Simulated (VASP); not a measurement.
## C: relaxation of cell and atoms with LDA

C:

```xyz
4
Lattice="2.4450 0.0000 0.0000 -1.2225 2.1174 0.0000 0.0000 0.0000 6.6548" Properties=species:S:1:pos:R:3 pbc="T T T"
C     0.0000    0.0000    0.0166
C     0.0000    0.0000    3.3440
C     0.0000    1.4116    0.0166
C     1.2225    0.7058    3.3440
```

```json
{"Program": "VASP 6.6.1", "Task": "relaxation of cell and atoms", "Functional": "LDA", "Potentials or basis": "VASP PAW LDA potentials, release 64 (C)", "Cutoff": "600 eV", "k mesh": "18 × 18 × 6", "Occupations": "fermi-dirac, width 0.15 eV", "Spin": "no spin polarisation", "Dipole correction": "no", "Further INCAR settings": "ALGO = Normal; EDIFF = 1e-07; IBRION = 2; EDIFFG = -0.001; NSW = 80; ISIF = 3"}
```

| Quantity | Value |
| --- | --- |
| Relaxed volume | 8.50 Å³/atom |
| Relaxed cell | a = 2.446 Å, b = 2.446 Å, c = 6.559 Å, α = 90.00°, β = 90.00°, γ = 120.00° |
| Space group after relaxing (to 0.05 Å) | P6_3/mmc (No. 194) |
| Energy gained by relaxing | 0.2 meV/atom |
| Ionic steps | 10 |
| Pressure after relaxing | 0.0 GPa |
| Band gap on the k mesh | zero (band 8 reaches 4.89 eV, above the bottom of band 9 at 4.86 eV) |

The path:
```csv
step,energy change (eV),largest force (eV/Å),pressure (GPa),volume (Å³)
1,0.0000,0.0000,0.31,34.45
2,0.0003,0.0000,-1.20,34.53
3,-0.0001,0.0000,-0.23,34.48
4,-0.0002,0.0000,-0.22,34.44
5,-0.0005,0.0000,-0.19,34.32
6,-0.0007,0.0000,-0.10,34.08
7,-0.0008,0.0000,-0.07,33.99
8,-0.0006,0.0000,0.62,33.94
9,-0.0008,0.0000,0.01,33.99
10,-0.0008,0.0000,0.00,33.99
```

Final structure:
```
C
1.0
     2.44613    0.00000    0.00000
    -1.22307    2.11841    0.00000
     0.00000    0.00000    6.55867
C
4
Direct
  0.00000 0.00000 0.00250
  0.00000 0.00000 0.50250
  0.33333 0.66667 0.00250
  0.66667 0.33333 0.50250
```

Levels at points of the mesh, in eV from the Fermi level:
| k point | band 4 | band 5 | band 6 | band 7 | band 8 | band 9 | band 10 | band 11 | band 12 |
| --- | --- | --- | --- | --- | --- | --- | --- | --- | --- |
| (0.00, 0.00, 0.00) | -6.55 | -2.99 | -2.99 | -2.97 | -2.97 | 4.01 | 8.43 | 8.43 | 8.49 |
| (0.50, 0.00, 0.00) | -13.20 | -6.46 | -6.39 | -2.89 | -2.10 | 1.46 | 2.24 | 7.48 | 7.97 |
| (0.00, 0.00, 0.50) | -7.82 | -2.98 | -2.98 | -2.98 | -2.98 | 6.86 | 6.86 | 8.46 | 8.46 |
| (0.50, 0.00, 0.50) | -13.27 | -6.43 | -6.43 | -2.40 | -2.40 | 1.59 | 1.59 | 7.72 | 7.72 |

Wall time 3.9 min on 1 thread of Intel(R) Xeon(R) Platinum 8259CL CPU @ 2.50GHz (Skylake/Cascade Lake), on a shared host, peak memory 0.17 GiB.

LDA usually gives volumes a few per cent too small. Zero-point motion and thermal expansion aren't in these numbers.
